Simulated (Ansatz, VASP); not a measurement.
**One calculation of BaTe, two programs**

Contents of POSCAR:

```
BaTe
1.0
    0.0000000000      3.7090061875      3.7090061875
    3.7090061875      0.0000000000      3.7090061875
    3.7090061875      3.7090061875      0.0000000000
Ba Te
1 1
Direct
    0.0000000000      0.0000000000      0.0000000000
    0.5000000000      0.5000000000      0.5000000000
```

File INCAR.step1:

```
PREC     = Accurate       # precision mode
ENCUT    = 520            # plane-wave cutoff, eV
ISMEAR   = 0              # smearing method
SIGMA    = 0.01           # smearing width, eV
LREAL    = False          # projectors in reciprocal space
LASPH    = True           # aspherical terms in the spheres
NELM     = 60             # most SCF steps
NBANDS   = 15             # bands
GGA      = PE             # functional
ALGO     = Normal         # electronic algorithm
EDIFF    = 1E-4           # SCF threshold, eV
LWAVE    = True           # write WAVECAR
LCHARG   = False          # write CHGCAR
```

The input INCAR.step2:

```
PREC     = Accurate       # precision mode
ENCUT    = 520            # plane-wave cutoff, eV
EDIFF    = 1E-7           # SCF threshold, eV
ISMEAR   = 0              # smearing method
SIGMA    = 0.01           # smearing width, eV
LREAL    = False          # projectors in reciprocal space
LASPH    = True           # aspherical terms in the spheres
NELM     = 60             # most SCF steps
ALGO     = Normal         # electronic algorithm
ISIF     = 2              # what is computed and relaxed
LWAVE    = False          # write WAVECAR
LCHARG   = True           # write CHGCAR
METAGGA  = R2SCAN         # meta-GGA
LMIXTAU  = True         
LELF     = True           # ELF
LVHAR    = True         
NBANDS   = 15             # bands
ISTART   = 1
```

KPOINTS

```
Automatic mesh
0
Gamma
  6 6 6
```

Input for Ansatz:

```yaml
crystal:
  lattice:
    - [0.0, 3.7090061875, 3.7090061875]
    - [3.7090061875, 0.0, 3.7090061875]
    - [3.7090061875, 3.7090061875, 0.0]
  atoms:
    - { symbol: Ba, position: [0.0, 0.0, 0.0] }
    - { symbol: Te, position: [0.5, 0.5, 0.5] }
kpoints:
  mp_grid: { grid: [6, 6, 6] }
  band_path:
    path:
      - [0.0, 0.0, 0.0]
      - [0.5, 0.0, 0.5]
      - [0.625, 0.25, 0.625]
      - [0.375, 0.375, 0.75]
      - [0.5, 0.5, 0.5]
      - [0.5, 0.25, 0.75]
      - [0.0, 0.5, 0.5]
    npoints: 1
hamiltonian:
  xc: r2scan
scf:
  occupations: { method: fixed }
  n_extra_bands: 4
output:
  forces: true
  stress: true
  eigenvalues: true
```

Change from the starting cell: hydrostatic strain +5.0%.

Alike in both runs: task single point; functional r2SCAN; k mesh 6 × 6 × 6; no spin polarisation.

```csv
,VASP,Ansatz
version,VASP 6.6.1,Ansatz 0.2.0
potentials or method,"VASP PAW PBE potentials, release 64 (Ba_sv, Te)","plane waves, PAW"
plane-wave cutoff (eV),520,500
occupations,"gaussian, width 0.01 eV",fixed
valence electrons in the cell,16,26
```

|  | VASP | Ansatz | Ansatz less VASP |
| --- | --- | --- | --- |
| gap on the k mesh at the Fermi level (eV) | 2.17 | 2.22 | +0.050 |
| pressure (GPa) | -3.1 | -3.3 | -0.18 |

VASP's potentials were made for PBE, not for r2SCAN. VASP's potentials hold 16 valence electrons a cell and Ansatz's 26, so a difference there can come from the potentials and not from the codes.

Spin-orbit coupling is off throughout.
